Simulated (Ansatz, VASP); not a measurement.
# One calculation of C, two programs

File INCAR:

```
PREC = Accurate
ENCUT = 600
EDIFF = 1E-7
ISMEAR = 0
SIGMA = 0.02
LREAL = False
LASPH = True
NELM = 120
ALGO = Normal
ISIF = 3
LWAVE = False
LCHARG = False
GGA = PE
IVDW = 12
IBRION = 2
NSW = 100
EDIFFG = -0.002
GGA_COMPAT = False
NELMIN = 4
```

The input KPOINTS:

```
regular mesh
0
Gamma
  12 12 12
```

File POSCAR:

```
C
1.0
    0.0000000000      1.7834000000      1.7834000000
    1.7834000000      0.0000000000      1.7834000000
    1.7834000000      1.7834000000      0.0000000000
C
2
Direct
    0.5000000000      0.5000000000      0.5000000000
    0.7500000000      0.7500000000      0.7500000000
```

Input for Ansatz:

```yaml
crystal:
  lattice:
    - [0.0, 1.7834, 1.7834]
    - [1.7834, 0.0, 1.7834]
    - [1.7834, 1.7834, 0.0]
  atoms:
    - { symbol: C, position: [0.5, 0.5, 0.5] }
    - { symbol: C, position: [0.75, 0.75, 0.75] }
basis:
  ecutwfc: 420
kpoints:
  mp_grid: { grid: [12, 12, 12] }
hamiltonian:
  xc: pbe
  dispersion: d3bj
  pseudopotentials: { kind: paw, azcp: { folder: soft_1 } }
scf:
  occupations: { method: gaussian, width: 0.02 }
output:
  forces: true
  stress: true
  eigenvalues: true
  write_density: true
  write_potential: true
  elf: true
  volumetric_format: npy
relax:
  adjacent_minimum: "off"
  f_tol: 0.002
  max_steps: 80
  cell: { stress_tol: 0.02 }
```

Alike in both runs: task relaxation of cell and atoms; functional PBE; dispersion D3(BJ); k mesh 12 × 12 × 12; occupations gaussian, width 0.02 eV; no spin polarisation.

|  | VASP | Ansatz |
| --- | --- | --- |
| version | VASP 6.6.1 | Ansatz 0.2.0 |
| potentials or method | VASP PAW PBE potentials, release 64 (C), cutoff 600 eV | scalar-relativistic, plane waves, PAW |
| valence electrons in the cell | 8 | 8 |

VASP gave:

| Property | Result |
| --- | --- |
| gap on the k mesh at the Fermi level, each at its own relaxed structure (eV) | 4.17 |
| relaxed volume (Å³/atom) | 5.62 |
| relaxed cell length with the largest relative difference (Å) | 2.515 |

Problem. What did Ansatz give for the same quantities?

Solution. gap on the k mesh at the Fermi level, each at its own relaxed structure (eV): 4.18; relaxed volume (Å³/atom): 5.63; relaxed cell length with the largest relative difference (Å): 2.515.
